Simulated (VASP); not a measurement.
# YZnC4N4 (P-43m) in VASP: a series of runs

Runs on YZnC4N4. Level: PBE. Tasks: single point.

Program: VASP 6.6.1. These are calculated values, not measurements. Logs are shortened: lines on timing, memory, paths and dates and some standing lists are left out, and cuts for length are marked.

## Step 1: The cell of the first run

It takes space group P-43m (No. 215, cubic). Conventional cell: a = 6.400 Å, b = 6.400 Å, c = 6.400 Å, α = 90.00°, β = 90.00°, γ = 90.00°. Y (site symmetry -43m) has 4 C at 2.41 Å within 3.2 Å. Within 2.6 Å of Zn (site symmetry -43m) lie 4 N at 1.96 Å. C (site symmetry 3m) has 1 N at 1.17 Å within 1.6 Å. Within 1.6 Å of N (site symmetry 3m) lie 1 C at 1.17 Å.

## Step 2: Single point, PBE

The input, INCAR:

```
SYSTEM = YZnC4N4
PREC     = Accurate       ! precision mode
ENCUT    = 520            ! plane-wave cutoff, eV
EDIFF    = 1E-6           ! SCF threshold, eV
ISMEAR   = 0              ! smearing method
SIGMA    = 0.1            ! smearing width, eV
LREAL    = .FALSE.        ! projectors in reciprocal space
LASPH    = .TRUE.         ! aspherical terms in the spheres
NELM     = 100            ! most SCF steps
ALGO     = Normal         ! electronic algorithm
ISIF     = 2              ! what is computed and relaxed
LWAVE    = .FALSE.        ! write WAVECAR
LCHARG   = .FALSE.        ! write CHGCAR
GGA      = PE             ! functional
NBANDS   = 40             ! bands
```

The input, KPOINTS:

```
regular mesh
0
G
  4 4 4
  0 0 0
```

The input, POSCAR:

```
YZnC4N4
1.0
    6.4001470399      0.0000000000      0.0000000000
    0.0000000000      6.4001470399      0.0000000000
    0.0000000000      0.0000000000      6.4001470399
Y Zn C N
1 1 4 4
Direct
    0.0000000000      0.0000000000      0.0000000000
    0.5000000000      0.5000000000      0.5000000000
    0.2172923948      0.2172923948      0.2172923948
    0.2172923948      0.7827076052      0.7827076052
    0.7827076052      0.2172923948      0.7827076052
    0.7827076052      0.7827076052      0.2172923948
    0.3229931364      0.3229931364      0.3229931364
    0.3229931364      0.6770068636      0.6770068636
    0.6770068636      0.3229931364      0.6770068636
    0.6770068636      0.6770068636      0.3229931364
```

Potentials or basis: VASP PAW PBE potentials, release 64 (Y_sv, Zn, C, N).

Launch:

```bash
$ cat potpaw_PBE.64/Y_sv/POTCAR potpaw_PBE.64/Zn/POTCAR potpaw_PBE.64/C/POTCAR potpaw_PBE.64/N/POTCAR > POTCAR
$ mpirun -np 1 vasp_std > vasp.out
```

OUTCAR:

```text
SYSTEM = YZnC4N4
   PREC = Accurate
   ENCUT = 520
   EDIFF = 1E-6
   ISMEAR = 0
   LREAL = .FALSE.
   LASPH = .TRUE.
   NELM = 100
   ISIF = 2
   GGA = PE

 ion  position               nearest neighbor table
   1  0.000  0.000  0.000-   3 2.41   4 2.41   5 2.41   6 2.41
   2  0.500  0.500  0.500-   7 1.96   8 1.96   9 1.96  10 1.96
   3  0.217  0.217  0.217-   7 1.17   1 2.41
   4  0.217  0.783  0.783-   8 1.17   1 2.41
   5  0.783  0.217  0.783-   9 1.17   1 2.41
   6  0.783  0.783  0.217-  10 1.17   1 2.41
   7  0.323  0.323  0.323-   3 1.17   2 1.96
   8  0.323  0.677  0.677-   4 1.17   2 1.96
   9  0.677  0.323  0.677-   5 1.17   2 1.96
  10  0.677  0.677  0.323-   6 1.17   2 1.96

  LATTYP: Found a simple cubic cell.
 ALAT       =     6.4001470399

  Lattice vectors:

 A1 = (   6.4001470399,   0.0000000000,   0.0000000000)
 A2 = (   0.0000000000,   6.4001470399,   0.0000000000)
 A3 = (   0.0000000000,   0.0000000000,   6.4001470399)

Analysis of symmetry for initial positions (statically):
=====================================================================
 Subroutine PRICEL returns:
 Original cell was already a primitive cell.

 Routine SETGRP: Setting up the symmetry group for a
 simple cubic supercell.

 Subroutine GETGRP returns: Found 24 space group operations
 (whereof 24 operations were pure point group operations)
 out of a pool of 48 trial point group operations.

The static configuration has the point symmetry T_d .

Analysis of symmetry for dynamics (positions and initial velocities):
=====================================================================
 Subroutine PRICEL returns:
 Original cell was already a primitive cell.

 Routine SETGRP: Setting up the symmetry group for a
 simple cubic supercell.

 Subroutine GETGRP returns: Found 24 space group operations
 (whereof 24 operations were pure point group operations)
 out of a pool of 48 trial point group operations.

The dynamic configuration has the point symmetry T_d .

 Subroutine INISYM returns: Found 24 space group operations
 (whereof 24 operations are pure point group operations),
 and found     1 'primitive' translations

----------------------------------------------------------------------------------------

                                     Primitive cell

  volume of cell :     262.1621

  direct lattice vectors                    reciprocal lattice vectors
     6.400147040  0.000000000  0.000000000     0.156246410  0.000000000  0.000000000
     0.000000000  6.400147040  0.000000000     0.000000000  0.156246410  0.000000000
     0.000000000  0.000000000  6.400147040     0.000000000  0.000000000  0.156246410

  length of vectors
     6.400147040  6.400147040  6.400147040     0.156246410  0.156246410  0.156246410

  position of ions in fractional coordinates (direct lattice)
     0.000000000  0.000000000  0.000000000
     0.500000000  0.500000000  0.500000000
     0.217292395  0.217292395  0.217292395
     0.217292395  0.782707605  0.782707605
     0.782707605  0.217292395  0.782707605
     0.782707605  0.782707605  0.217292395
     0.322993136  0.322993136  0.322993136
     0.322993136  0.677006864  0.677006864
     0.677006864  0.322993136  0.677006864
     0.677006864  0.677006864  0.322993136

  ion indices of the primitive-cell ions
   primitive index   ion index
                 1           1
                 2           2
                 3           3
                 4           4
                 5           5
                 6           6
                 7           7
                 8           8
                 9           9
                10          10

----------------------------------------------------------------------------------------

 KPOINTS: regular mesh

Automatic generation of k-mesh.
 Grid dimensions read from file:
 generate k-points for:    4    4    4

 Generating k-lattice:

  Cartesian coordinates                     Fractional coordinates (reciprocal lattice)
     0.039061603  0.000000000  0.000000000     0.250000000  0.000000000  0.000000000
     0.000000000  0.039061603  0.000000000     0.000000000  0.250000000  0.000000000
     0.000000000  0.000000000  0.039061603     0.000000000  0.000000000  0.250000000

  Length of vectors
     0.039061603  0.039061603  0.039061603

  Shift w.r.t. Gamma in fractional coordinates (k-lattice)
     0.000000000  0.000000000  0.000000000

 Subroutine IBZKPT returns following result:
 ===========================================

 Found     10 irreducible k-points:

 Following reciprocal coordinates:
            Coordinates               Weight
  0.000000  0.000000  0.000000      1.000000
  0.250000  0.000000  0.000000      6.000000
  0.500000  0.000000  0.000000      3.000000
  0.250000  0.250000  0.000000     12.000000
  0.500000  0.250000  0.000000     12.000000
  0.500000  0.500000  0.000000      3.000000
  0.250000  0.250000  0.250000      8.000000
  0.500000  0.250000  0.250000     12.000000
  0.500000  0.500000  0.250000      6.000000
  0.500000  0.500000  0.500000      1.000000
   k-points           NKPTS =     10   k-points in BZ     NKDIM =     10   number of bands    NBANDS=     40
   number of dos      NEDOS =    301   number of ions     NIONS =     10
   total plane-waves  NPLWV = 110592
   dimension x,y,z NGX =    48 NGY =   48 NGZ =   48
   dimension x,y,z NGXF=    96 NGYF=   96 NGZF=   96
   ions per type =               1   1   4   4
   NGX,Y,Z   is equivalent  to a cutoff of  12.47, 12.47, 12.47 a.u.
   NGXF,Y,Z  is equivalent  to a cutoff of  24.94, 24.94, 24.94 a.u.
 SYSTEM =  YZnC4N4
   PREC   = accura    normal or accurate (medium, high low for compatibility)
   ISTART =      0    job   : 0-new  1-cont  2-samecut
   ICHARG =      2    charge: 1-file 2-atom 10-const
   ISPIN  =      1    spin polarized calculation?
   LNONCOLLINEAR =      F non collinear calculations
   LSORBIT =      F    spin-orbit coupling
   LASPH  =      T    aspherical Exc in radial PAW
   ENCUT  =  520.0 eV  38.22 Ry    6.18 a.u.  11.90 11.90 11.90*2*pi/ulx,y,z
   NELM   =    100;   NELMIN=  2; NELMDL= -5     # of ELM steps
   EDIFF  = 0.1E-05   stopping-criterion for ELM
   LREAL  =      F    real-space projection
   EDIFFG = 0.1E-04   stopping-criterion for IOM
   NSW    =      0    number of steps for IOM
   IBRION =     -1    ionic relax: 0-MD 1-quasi-New 2-CG
   NFREE  =      0    steps in history (QN), initial steepest desc. (CG)
   ISIF   =      2    stress and relaxation
   ISYM   =      2    0-nonsym 1-usesym 2-fastsym
   POTIM  = 0.5000    time-step for ionic-motion
   TEBEG  =    0.0;   TEEND  =   0.0 temperature during run
   PSTRESS=    0.0 pullay stress
   NELECT =      59.0000    total number of electrons
   NUPDOWN=      -1.0000    fix difference up-down
   EMIN   =  10.00;   EMAX   =-10.00  energy-range for DOS
   EFERMI =   0.00;   METHOD = LEGACY
   ISMEAR =     0;   SIGMA  =   0.10  broadening in eV -4-tet -1-fermi 0-gaus
   EFERMI_NEDOS =   21; number of points for ismear=-14 and -15
   IALGO  =     38    algorithm
   IMIX   =      4    mixing-type and parameters
     AMIX     =   0.40;   BMIX     =  1.00
     AMIX_MAG =   1.60;   BMIX_MAG =  1.00
  volume/ion in A,a.u.               =      26.22       176.92
  Fermi-wavevector in a.u.,A,eV,Ry     =   0.995793  1.881775 13.491576  0.991603
  Thomas-Fermi vector in A             =   2.127837
   LORBIT       =      0    0 simple, 1 ext, 2 COOP (PROOUT), +10 PAW based schemes
   GGA     = PE    functional components
   LHFCALC =     F    Hartree Fock is set to
   AEXX    =    0.0000 exact exchange contribution
   IVDW    =     0    specifies the selected vdW correction
   LEPSILON=     F    determine dielectric tensor
   LRPA    =     F    only Hartree local field effects (RPA)
 non-spin polarized calculation
 Gauss-broadening in eV      SIGMA  =   0.10
  energy-cutoff  :      520.00
  volume of cell :      262.16
 maximum number of plane-waves:      7120
 NGX is ok and might be reduce to    48
   NGX = 23   NGY = 23   NGZ = 23

 number of electron      59.0000032 magnetization

 Free energy of the ion-electron system (eV)
  ---------------------------------------------------
  ext. energy  EPLUGINS =         0.00000000
  ---------------------------------------------------
  free energy    TOTEN  =       -76.01112347 eV

  energy without entropy =      -75.94017845  energy(sigma->0) =      -75.97565096

 E-fermi :   0.5449     XC(G=0):  -6.3849

 val. band max:        0.5417889699   @ k =   0.0000   0.0000   0.0000
 cond. band min:       0.5468620538   @ k =   0.2500   0.0000   0.0000
 fundamental gap:      0.0050730839
 Fermi energy:         0.5449069191

 k-point     1 :       0.0000    0.0000    0.0000
  band No.  band energies     occupation
      1     -43.4069      2.00000
      2     -23.4609      2.00000
      3     -23.4609      2.00000
      4     -23.4609      2.00000
      5     -19.2750      2.00000
      6     -19.1650      2.00000
[... 32 lines left out ...]
     39       4.5591      0.00000
     40       4.5593      0.00000

 k-point     2 :       0.2500    0.0000    0.0000
  band No.  band energies     occupation
      1     -43.4069      2.00000
      2     -23.4610      2.00000
      3     -23.4609      2.00000
      4     -23.4609      2.00000
      5     -19.2680      2.00000
      6     -19.1720      2.00000
[... 333 lines left out ...]
     39       4.3440      0.00000
     40       4.3473      0.00000

 k-point    10 :       0.5000    0.5000    0.5000
  band No.  band energies     occupation
      1     -43.4069      2.00000
      2     -23.4611      2.00000
      3     -23.4611      2.00000
      4     -23.4611      2.00000
      5     -19.2549      2.00000
      6     -19.1713      2.00000
[... 32 lines left out ...]
     39       4.2112      0.00000
     40       4.2124      0.00000

------------------------ aborting loop because EDIFF is reached ----------------------------------------

  FORCE on cell =-STRESS in cart. coord.  units (eV):
  Direction    XX          YY          ZZ          XY          YZ          ZX
  --------------------------------------------------------------------------------------
  -------------------------------------------------------------------------------------
  Total        0.7264781      0.7264781      0.7264781     -0.0000000      0.0000000      0.0000000
  in kB        4.4397987      4.4397987      4.4397987     -0.0000000      0.0000000      0.0000000
  external PRESSURE =       4.4397987 kB  Pullay stress =       0.0000000 kB

 VOLUME and BASIS-vectors are now :
 -----------------------------------------------------------------------------
  energy-cutoff  :      520.00
  volume of cell :      262.16
      direct lattice vectors                 reciprocal lattice vectors
     6.400147040  0.000000000  0.000000000     0.156246410  0.000000000  0.000000000
     0.000000000  6.400147040  0.000000000     0.000000000  0.156246410  0.000000000
     0.000000000  0.000000000  6.400147040     0.000000000  0.000000000  0.156246410

 POSITION                                       TOTAL-FORCE (eV/Angst)
 -----------------------------------------------------------------------------------
      0.00000      0.00000      0.00000        -0.000000     -0.000000     -0.000000
      3.20007      3.20007      3.20007        -0.000000     -0.000000     -0.000000
      1.39070      1.39070      1.39070        -0.204714     -0.204714     -0.204714
      1.39070      5.00944      5.00944        -0.204714      0.204714      0.204714
      5.00944      1.39070      5.00944         0.204714     -0.204714      0.204714
      5.00944      5.00944      1.39070         0.204714      0.204714     -0.204714
      2.06720      2.06720      2.06720         0.199619      0.199619      0.199619
      2.06720      4.33294      4.33294         0.199619     -0.199619     -0.199619
      4.33294      2.06720      4.33294        -0.199619      0.199619     -0.199619
      4.33294      4.33294      2.06720        -0.199619     -0.199619      0.199619
 -----------------------------------------------------------------------------------
    total drift:                               -0.000000     -0.000000     -0.000000

  FREE ENERGIE OF THE ION-ELECTRON SYSTEM (eV)
  ---------------------------------------------------
  free  energy   TOTEN  =       -76.0111234709 eV

  energy  without entropy=      -75.9401784462  energy(sigma->0) =      -75.97565096
```

Wall time 2.1 min (1 thread of AMD EPYC 7R43 (Zen 3), shared host); peak memory 0.36 GiB.

What came out:

- Free energy: -76.0111 eV
- Pressure: 0.4 GPa
- Largest force: 0.355 eV/Å

Forces in eV/Å, atoms in the order of the input:
```
Y    0.000  0.000  0.000
Zn   0.000  0.000  0.000
C   -0.205 -0.205 -0.205
C   -0.205  0.205  0.205
C    0.205 -0.205  0.205
C    0.205  0.205 -0.205
N    0.200  0.200  0.200
N    0.200 -0.200 -0.200
N   -0.200  0.200 -0.200
N   -0.200 -0.200  0.200
```

## Step 3: Single point, PBE

This run uses another cell than the first one, of 22.71 Å³/atom, 0.866 times its volume.

The input, INCAR:

```
ALGO = Normal
EDIFF = 1E-7
ENCUT = 520
GGA = PE
ISIF = 2
ISMEAR = 0
LASPH = T
LCHARG = F
LREAL = F
LWAVE = F
NBANDS = 40
NELM = 60
PREC = Accurate
SIGMA = 0.1
```

The input, KPOINTS:

```
k-points
0
Gamma
  4 4 4
```

The input, POSCAR:

```
YZnC4N4
1.0
    6.1008602900      0.0000000000      0.0000000000
    0.0000000000      6.1008602900      0.0000000000
    0.0000000000      0.0000000000      6.1008602900
Y Zn C N
1 1 4 4
Direct
    0.0000000000      0.0000000000      0.0000000000
    0.5000000000      0.5000000000      0.5000000000
    0.1992997100      0.1992997100      0.1992997100
    0.1992997100      0.8007002900      0.8007002900
    0.8007002900      0.1992997100      0.8007002900
    0.8007002900      0.8007002900      0.1992997100
    0.3100217700      0.3100217700      0.3100217700
    0.3100217700      0.6899782300      0.6899782300
    0.6899782300      0.3100217700      0.6899782300
    0.6899782300      0.6899782300      0.3100217700
```

Potentials or basis: VASP PAW PBE potentials, release 64 (Y_sv, Zn, C, N).

Launch:

```bash
$ cat potpaw_PBE.64/Y_sv/POTCAR potpaw_PBE.64/Zn/POTCAR potpaw_PBE.64/C/POTCAR potpaw_PBE.64/N/POTCAR > POTCAR
$ mpirun -np 1 vasp_std > vasp.out
```

It took 2.1 min on 1 thread of AMD EPYC 7R43 (Zen 3), shared host; peak memory 0.34 GiB.

The run converged. Its results:

```yaml
Free_energy: -73.7986 eV
Pressure: 8.6 GPa
Largest_force: 3.154 eV/Å
```

Forces on the atoms (eV/Å):
```
Y    0.000  0.000  0.000
Zn   0.000  0.000  0.000
C    1.821  1.821  1.821
C    1.821 -1.821 -1.821
C   -1.821  1.821 -1.821
C   -1.821 -1.821  1.821
N    0.857  0.857  0.857
N    0.857 -0.857 -0.857
N   -0.857  0.857 -0.857
N   -0.857 -0.857  0.857
```

Levels at points of the mesh, in eV from the Fermi level:
```csv
k point,band 26,band 27,band 28,band 29,band 30,band 31,band 32,band 33
"(0.00, 0.00, 0.00)",-5.68,-4.87,-4.87,-4.87,0.04,0.04,0.40,0.40
"(0.50, 0.00, 0.00)",-5.61,-5.38,-5.08,-5.08,-0.04,0.20,0.63,0.91
"(0.50, 0.50, 0.00)",-5.52,-5.48,-5.11,-5.11,-0.09,0.29,0.98,0.98
"(0.50, 0.50, 0.50)",-5.57,-5.00,-5.00,-5.00,0.10,0.10,0.77,0.77
```

Caveat: forces of over 1 eV/Å act on the atoms, so gaps and moduli don't describe the material at rest.
